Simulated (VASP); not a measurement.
Write the native input for VASP 6.6.1 that does the following.

```
Task                   : relaxation of cell and atoms
Functional             : r2SCAN
Potentials or basis    : VASP PAW PBE potentials, release 64 (Sn_d, Se)
Cutoff                 : 600 eV
k mesh                 : 12 × 12 × 12
Occupations            : gaussian, width 0.1 eV
Spin                   : no spin polarisation
Dipole correction      : no
Further INCAR settings : ALGO = Normal; EDIFF = 1e-06; IBRION = 2; EDIFFG = -0.005; NSW = 100; ISIF = 3
```

The system is SnSe.

```xyz
2
Lattice="3.6695 0.0000 0.0000 0.0000 3.6695 0.0000 0.0000 0.0000 3.6695" Properties=species:S:1:pos:R:3 pbc="T T T"
Sn    1.8347    1.8347    1.8347
Se    0.0000    0.0000    0.0000
```

One way to write it, as run:

POSCAR

```
SnSe
1.0
    3.6694991671      0.0000000000      0.0000000000
    0.0000000000      3.6694991671      0.0000000000
    0.0000000000      0.0000000000      3.6694991671
Sn Se
1 1
Direct
    0.5000000000      0.5000000000      0.5000000000
    0.0000000000      0.0000000000      0.0000000000
```

INCAR.step1

```
SYSTEM = SnSe
  ALGO = Normal
  EDIFF = 1E-4
  ENCUT = 600
  GGA = PE
  ISMEAR = 0
  LASPH = .TRUE.
  LCHARG = .FALSE.
  LREAL = .FALSE.
  LWAVE = .TRUE.
  NELM = 100
  PREC = Accurate
  SIGMA = 0.1
```

INCAR.step2

```
SYSTEM = SnSe
  ALGO = Normal
  EDIFF = 1E-6
  EDIFFG = -0.005
  ENCUT = 600
  IBRION = 2
  ISIF = 3
  ISMEAR = 0
  ISTART = 1
  LASPH = .TRUE.
  LCHARG = .FALSE.
  LMIXTAU = .TRUE.
  LREAL = .FALSE.
  LWAVE = .FALSE.
  METAGGA = R2SCAN
  NELM = 100
  NSW = 100
  PREC = Accurate
  SIGMA = 0.1
```

KPOINTS

```
k-points
0
G
  12 12 12
  0 0 0
```

Potentials or basis: VASP PAW PBE potentials, release 64 (Sn_d, Se).

The run is started by

```sh
$ cat potpaw_PBE.64/Sn_d/POTCAR potpaw_PBE.64/Se/POTCAR > POTCAR
$ cp INCAR.step1 INCAR
$ mpirun -np 1 vasp_std > vasp.out
$ cp INCAR.step2 INCAR
$ mpirun -np 1 vasp_std > vasp.out
```

It gave:

The relaxed volume is 24.60 Å³/atom and the relaxed cell is a = 3.664 Å, b = 3.664 Å, c = 3.664 Å, α = 90.00°, β = 90.00°, γ = 90.00°. The space group after relaxing (to 0.05 Å) is Pm-3m (No. 221) and the energy gained by relaxing is 0.1 meV/atom. The ionic steps are 3, the pressure after relaxing is 0.0 GPa and the band gap on the k mesh is zero (band 10 reaches 6.55 eV, above the bottom of band 11 at 5.23 eV).

Caveat: the PAW data sets were made with another functional, which shifts forces and pressure a little; spin-orbit coupling is left out, which moves the levels of the heavy elements.

Run time: 8.1 min on 1 thread of AMD EPYC 7R43 64-Core Processor (Zen 3), on a shared host, peak memory 0.19 GiB.
